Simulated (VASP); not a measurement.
# NaS6 (Pm-3m) in VASP: single point with PBE

Aim: the single point of NaS6 with PBE.

All numbers are computed with VASP 6.6.1; they aren't measurements. Logs are shortened: lines on timing, memory, paths and dates and some standing lists are left out, and cuts for length are marked.

## Step 1: The cell of the first run

It takes space group Pm-3m (No. 221, cubic). Conventional cell: a = 6.310 Å, b = 6.310 Å, c = 6.310 Å, α = 90.00°, β = 90.00°, γ = 90.00°. S (site symmetry 4mm) has 1 S at 1.96 Å within 2.6 Å.

The cell was generated, and may not be a known phase.

## Step 2: Single point, PBE

The input, INCAR:

```
  PREC = Accurate
  ENCUT = 1130
  EDIFF = 1E-6
  ISMEAR = 0
  SIGMA = 0.1
  LREAL = F
  LASPH = T
  NELM = 120
  ALGO = Normal
  ISIF = 2
  LWAVE = F
  LCHARG = F
  GGA = PE
  NBANDS = 32
  GGA_COMPAT = F
```

The input, KPOINTS:

```
regular mesh
0
Gamma
  4 4 4
```

The input, POSCAR:

```
NaS6
1.0
    6.3100599913      0.0000000000      0.0000000000
    0.0000000000      6.3100599913      0.0000000000
    0.0000000000      0.0000000000      6.3100599913
Na S
1 6
Direct
    0.0000000000      0.0000000000      0.0000000000
    0.1553565670      0.5000000000      0.5000000000
    0.5000000000      0.1553565670      0.5000000000
    0.8446434330      0.5000000000      0.5000000000
    0.5000000000      0.8446434330      0.5000000000
    0.5000000000      0.5000000000      0.1553565670
    0.5000000000      0.5000000000      0.8446434330
```

Potentials or basis: VASP PAW PBE potentials, release 64 (Na_sv, S).

Launch:

```bash
cat potpaw_PBE.64/Na_sv/POTCAR potpaw_PBE.64/S/POTCAR > POTCAR
mpirun -np 1 vasp_std > vasp.out
```

OUTCAR:

```text
PREC = Accurate
   ENCUT = 1130
   EDIFF = 1E-6
   ISMEAR = 0
   LREAL = F
   LASPH = T
   NELM = 120
   ISIF = 2
   GGA = PE

 ion  position               nearest neighbor table
   1  0.000  0.000  0.000-
   2  0.155  0.500  0.500-   4 1.96
   3  0.500  0.155  0.500-   5 1.96
   4  0.845  0.500  0.500-   2 1.96
   5  0.500  0.845  0.500-   3 1.96
   6  0.500  0.500  0.155-   7 1.96
   7  0.500  0.500  0.845-   6 1.96

  LATTYP: Found a simple cubic cell.
 ALAT       =     6.3100599913

  Lattice vectors:

 A1 = (   6.3100599913,   0.0000000000,   0.0000000000)
 A2 = (   0.0000000000,   6.3100599913,   0.0000000000)
 A3 = (   0.0000000000,   0.0000000000,   6.3100599913)

Analysis of symmetry for initial positions (statically):
=====================================================================
 Subroutine PRICEL returns:
 Original cell was already a primitive cell.

 Routine SETGRP: Setting up the symmetry group for a
 simple cubic supercell.

 Subroutine GETGRP returns: Found 48 space group operations
 (whereof 48 operations were pure point group operations)
 out of a pool of 48 trial point group operations.

The static configuration has the point symmetry O_h .

Analysis of symmetry for dynamics (positions and initial velocities):
=====================================================================
 Subroutine PRICEL returns:
 Original cell was already a primitive cell.

 Routine SETGRP: Setting up the symmetry group for a
 simple cubic supercell.

 Subroutine GETGRP returns: Found 48 space group operations
 (whereof 48 operations were pure point group operations)
 out of a pool of 48 trial point group operations.

The dynamic configuration has the point symmetry O_h .

 Subroutine INISYM returns: Found 48 space group operations
 (whereof 48 operations are pure point group operations),
 and found     1 'primitive' translations

----------------------------------------------------------------------------------------

                                     Primitive cell

  volume of cell :     251.2468

  direct lattice vectors                    reciprocal lattice vectors
     6.310059991  0.000000000  0.000000000     0.158477099  0.000000000  0.000000000
     0.000000000  6.310059991  0.000000000     0.000000000  0.158477099  0.000000000
     0.000000000  0.000000000  6.310059991     0.000000000  0.000000000  0.158477099

  length of vectors
     6.310059991  6.310059991  6.310059991     0.158477099  0.158477099  0.158477099

  position of ions in fractional coordinates (direct lattice)
     0.000000000  0.000000000  0.000000000
     0.155356567  0.500000000  0.500000000
     0.500000000  0.155356567  0.500000000
     0.844643433  0.500000000  0.500000000
     0.500000000  0.844643433  0.500000000
     0.500000000  0.500000000  0.155356567
     0.500000000  0.500000000  0.844643433

  ion indices of the primitive-cell ions
   primitive index   ion index
                 1           1
                 2           2
                 3           3
                 4           4
                 5           5
                 6           6
                 7           7

----------------------------------------------------------------------------------------

 KPOINTS: regular mesh

Automatic generation of k-mesh.
 Grid dimensions read from file:
 generate k-points for:    4    4    4

 Generating k-lattice:

  Cartesian coordinates                     Fractional coordinates (reciprocal lattice)
     0.039619275  0.000000000  0.000000000     0.250000000  0.000000000  0.000000000
     0.000000000  0.039619275  0.000000000     0.000000000  0.250000000  0.000000000
     0.000000000  0.000000000  0.039619275     0.000000000  0.000000000  0.250000000

  Length of vectors
     0.039619275  0.039619275  0.039619275

  Shift w.r.t. Gamma in fractional coordinates (k-lattice)
     0.000000000  0.000000000  0.000000000

 Subroutine IBZKPT returns following result:
 ===========================================

 Found     10 irreducible k-points:

 Following reciprocal coordinates:
            Coordinates               Weight
  0.000000  0.000000  0.000000      1.000000
  0.250000  0.000000  0.000000      6.000000
  0.500000  0.000000  0.000000      3.000000
  0.250000  0.250000  0.000000     12.000000
  0.500000  0.250000  0.000000     12.000000
  0.500000  0.500000  0.000000      3.000000
  0.250000  0.250000  0.250000      8.000000
  0.500000  0.250000  0.250000     12.000000
  0.500000  0.500000  0.250000      6.000000
  0.500000  0.500000  0.500000      1.000000
   k-points           NKPTS =     10   k-points in BZ     NKDIM =     10   number of bands    NBANDS=     32
   number of dos      NEDOS =    301   number of ions     NIONS =      7
   total plane-waves  NPLWV = 343000
   dimension x,y,z NGX =    70 NGY =   70 NGZ =   70
   dimension x,y,z NGXF=   140 NGYF=  140 NGZF=  140
   ions per type =               1   6
   NGX,Y,Z   is equivalent  to a cutoff of  18.44, 18.44, 18.44 a.u.
   NGXF,Y,Z  is equivalent  to a cutoff of  36.88, 36.88, 36.88 a.u.
 SYSTEM =  unknown system
   PREC   = accura    normal or accurate (medium, high low for compatibility)
   ISTART =      0    job   : 0-new  1-cont  2-samecut
   ICHARG =      2    charge: 1-file 2-atom 10-const
   ISPIN  =      1    spin polarized calculation?
   LNONCOLLINEAR =      F non collinear calculations
   LSORBIT =      F    spin-orbit coupling
   LASPH  =      T    aspherical Exc in radial PAW
   ENCUT  = 1130.0 eV  83.05 Ry    9.11 a.u.  17.30 17.30 17.30*2*pi/ulx,y,z
   NELM   =    120;   NELMIN=  2; NELMDL= -5     # of ELM steps
   EDIFF  = 0.1E-05   stopping-criterion for ELM
   LREAL  =      F    real-space projection
   EDIFFG = 0.1E-04   stopping-criterion for IOM
   NSW    =      0    number of steps for IOM
   IBRION =     -1    ionic relax: 0-MD 1-quasi-New 2-CG
   NFREE  =      0    steps in history (QN), initial steepest desc. (CG)
   ISIF   =      2    stress and relaxation
   ISYM   =      2    0-nonsym 1-usesym 2-fastsym
   POTIM  = 0.5000    time-step for ionic-motion
   TEBEG  =    0.0;   TEEND  =   0.0 temperature during run
   PSTRESS=    0.0 pullay stress
   NELECT =      45.0000    total number of electrons
   NUPDOWN=      -1.0000    fix difference up-down
   EMIN   =  10.00;   EMAX   =-10.00  energy-range for DOS
   EFERMI =   0.00;   METHOD = LEGACY
   ISMEAR =     0;   SIGMA  =   0.10  broadening in eV -4-tet -1-fermi 0-gaus
   EFERMI_NEDOS =   21; number of points for ismear=-14 and -15
   IALGO  =     38    algorithm
   IMIX   =      4    mixing-type and parameters
     AMIX     =   0.40;   BMIX     =  1.00
     AMIX_MAG =   1.60;   BMIX_MAG =  1.00
  volume/ion in A,a.u.               =      35.89       242.21
  Fermi-wavevector in a.u.,A,eV,Ry     =   0.922810  1.743858 11.586420  0.851578
  Thomas-Fermi vector in A             =   2.048377
   LORBIT       =      0    0 simple, 1 ext, 2 COOP (PROOUT), +10 PAW based schemes
   GGA     = PE    functional components
   LHFCALC =     F    Hartree Fock is set to
   AEXX    =    0.0000 exact exchange contribution
   IVDW    =     0    specifies the selected vdW correction
   LEPSILON=     F    determine dielectric tensor
   LRPA    =     F    only Hartree local field effects (RPA)
 non-spin polarized calculation
 Gauss-broadening in eV      SIGMA  =   0.10
  energy-cutoff  :     1130.00
  volume of cell :      251.25
 maximum number of plane-waves:     21823
 NGX is ok and might be reduce to    70
   NGX = 35   NGY = 35   NGZ = 35

 number of electron      44.9999997 magnetization

 Free energy of the ion-electron system (eV)
  ---------------------------------------------------
  ext. energy  EPLUGINS =         0.00000000
  ---------------------------------------------------
  free energy    TOTEN  =       -24.05730444 eV

  energy without entropy =      -23.97845889  energy(sigma->0) =      -24.01788166

 E-fermi :   1.1126     XC(G=0):  -6.5303

 val. band max:        1.1066089395   @ k =   0.5000   0.5000   0.0000
 cond. band min:       1.1375170755   @ k =   0.5000   0.2500   0.2500
 fundamental gap:      0.0309081360
 Fermi energy:         1.1126159738

 k-point     1 :       0.0000    0.0000    0.0000
  band No.  band energies     occupation
      1     -53.8791      2.00000
      2     -25.7735      2.00000
      3     -25.7735      2.00000
      4     -25.7735      2.00000
      5     -14.5980      2.00000
      6     -13.9727      2.00000
[... 24 lines left out ...]
     31       5.6107      0.00000
     32       6.4344      0.00000

 k-point     2 :       0.2500    0.0000    0.0000
  band No.  band energies     occupation
      1     -53.8791      2.00000
      2     -25.7735      2.00000
      3     -25.7735      2.00000
      4     -25.7735      2.00000
      5     -14.5306      2.00000
      6     -14.0544      2.00000
[... 24 lines left out ...]
     31       6.0531      0.00000
     32       6.1269      0.00000

 k-point     3 :       0.5000    0.0000    0.0000
  band No.  band energies     occupation
      1     -53.8791      2.00000
      2     -25.7734      2.00000
      3     -25.7734      2.00000
      4     -25.7734      2.00000
      5     -14.4257      2.00000
      6     -14.1736      2.00000
[... 24 lines left out ...]
     31       5.8955      0.00000
     32       5.8955      0.00000

 k-point     4 :       0.2500    0.2500    0.0000
  band No.  band energies     occupation
      1     -53.8791      2.00000
      2     -25.7735      2.00000
      3     -25.7735      2.00000
      4     -25.7735      2.00000
      5     -14.4656      2.00000
      6     -14.0770      2.00000
[... 24 lines left out ...]
     31       5.6848      0.00000
     32       6.1080      0.00000

 k-point     5 :       0.5000    0.2500    0.0000
  band No.  band energies     occupation
      1     -53.8791      2.00000
      2     -25.7735      2.00000
      3     -25.7735      2.00000
      4     -25.7734      2.00000
      5     -14.3601      2.00000
      6     -14.1730      2.00000
[... 24 lines left out ...]
     31       5.3978      0.00000
     32       6.4625      0.00000

 k-point     6 :       0.5000    0.5000    0.0000
  band No.  band energies     occupation
      1     -53.8791      2.00000
      2     -25.7735      2.00000
      3     -25.7735      2.00000
      4     -25.7734      2.00000
      5     -14.2229      2.00000
      6     -14.1724      2.00000
[... 24 lines left out ...]
     31       5.4736      0.00000
     32       6.7338      0.00000

 k-point     7 :       0.2500    0.2500    0.2500
  band No.  band energies     occupation
      1     -53.8791      2.00000
      2     -25.7735      2.00000
      3     -25.7735      2.00000
      4     -25.7734      2.00000
      5     -14.4063      2.00000
      6     -14.0766      2.00000
[... 24 lines left out ...]
     31       6.1542      0.00000
     32       6.1542      0.00000

 k-point     8 :       0.5000    0.2500    0.2500
  band No.  band energies     occupation
      1     -53.8791      2.00000
      2     -25.7735      2.00000
      3     -25.7735      2.00000
      4     -25.7734      2.00000
      5     -14.3070      2.00000
      6     -14.1724      2.00000
[... 24 lines left out ...]
     31       6.0200      0.00000
     32       6.6466      0.00000

 k-point     9 :       0.5000    0.5000    0.2500
  band No.  band energies     occupation
      1     -53.8791      2.00000
      2     -25.7735      2.00000
      3     -25.7735      2.00000
      4     -25.7734      2.00000
      5     -14.1976      2.00000
      6     -14.1719      2.00000
[... 24 lines left out ...]
     31       6.1311      0.00000
     32       7.0817      0.00000

 k-point    10 :       0.5000    0.5000    0.5000
  band No.  band energies     occupation
      1     -53.8791      2.00000
      2     -25.7735      2.00000
      3     -25.7735      2.00000
      4     -25.7735      2.00000
      5     -14.1713      2.00000
      6     -14.1713      2.00000
[... 24 lines left out ...]
     31       7.0519      0.00000
     32       7.0811      0.00000

------------------------ aborting loop because EDIFF is reached ----------------------------------------

  FORCE on cell =-STRESS in cart. coord.  units (eV):
  Direction    XX          YY          ZZ          XY          YZ          ZX
  --------------------------------------------------------------------------------------
  -------------------------------------------------------------------------------------
  Total        0.1079158      0.1079158      0.1079158      0.0000000      0.0000000     -0.0000000
  in kB        0.6881692      0.6881692      0.6881692      0.0000000      0.0000000     -0.0000000
  external PRESSURE =       0.6881692 kB  Pullay stress =       0.0000000 kB

 VOLUME and BASIS-vectors are now :
 -----------------------------------------------------------------------------
  energy-cutoff  :     1130.00
  volume of cell :      251.25
      direct lattice vectors                 reciprocal lattice vectors
     6.310059991  0.000000000  0.000000000     0.158477099  0.000000000  0.000000000
     0.000000000  6.310059991  0.000000000     0.000000000  0.158477099  0.000000000
     0.000000000  0.000000000  6.310059991     0.000000000  0.000000000  0.158477099

 POSITION                                       TOTAL-FORCE (eV/Angst)
 -----------------------------------------------------------------------------------
      0.00000      0.00000      0.00000        -0.000000     -0.000000     -0.000000
      0.98031      3.15503      3.15503        -0.228448     -0.000000     -0.000000
      3.15503      0.98031      3.15503        -0.000000     -0.228448     -0.000000
      5.32975      3.15503      3.15503         0.228448     -0.000000     -0.000000
      3.15503      5.32975      3.15503        -0.000000      0.228448     -0.000000
      3.15503      3.15503      0.98031        -0.000000     -0.000000     -0.228448
      3.15503      3.15503      5.32975        -0.000000     -0.000000      0.228448
 -----------------------------------------------------------------------------------
    total drift:                                0.000000      0.000000      0.000000

  FREE ENERGIE OF THE ION-ELECTRON SYSTEM (eV)
  ---------------------------------------------------
  free  energy   TOTEN  =       -24.0573044360 eV

  energy  without entropy=      -23.9784588928  energy(sigma->0) =      -24.01788166
```

It took 4.1 min on 1 thread of Intel Xeon Platinum 8124M at 3.00GHz (Skylake/Cascade Lake), shared host; peak memory 0.75 GiB.

What came out:

| Item | Value |
| --- | --- |
| Free energy | -24.0573 eV |
| Pressure | 0.1 GPa |
| Largest force | 0.228 eV/Å |
| Band gap on the k mesh | zero (an odd number of electrons rules out a gap without spin polarisation) |

Forces on the atoms (eV/Å):
```
Na   0.000  0.000  0.000
S   -0.228  0.000  0.000
S    0.000 -0.228  0.000
S    0.228  0.000  0.000
S    0.000  0.228  0.000
S    0.000  0.000 -0.228
S    0.000  0.000  0.228
```

Levels at points of the mesh, in eV from the Fermi level:
```tsv
k point	band 18	band 19	band 20	band 21	band 22	band 23	band 24	band 25	band 26	band 27
(0.00, 0.00, 0.00)	-3.23	-3.23	-1.93	-1.93	-1.93	0.66	1.51	1.51	1.51	3.69
(0.50, 0.00, 0.00)	-3.23	-3.09	-1.92	-0.34	-0.34	-0.01	-0.01	1.48	1.51	2.51
(0.50, 0.50, 0.00)	-3.25	-2.73	-0.76	-0.01	-0.01	-0.01	-0.01	0.12	1.69	2.34
(0.50, 0.50, 0.50)	-2.72	-2.72	-0.07	-0.07	-0.07	0.08	0.08	0.08	0.99	1.35
```

Caveat: an odd number of electrons without spin polarisation forces a metal; a magnetic or distorted state may lie lower.

The gap in the log of VASP goes by the Fermi energy; the results here count the filled bands.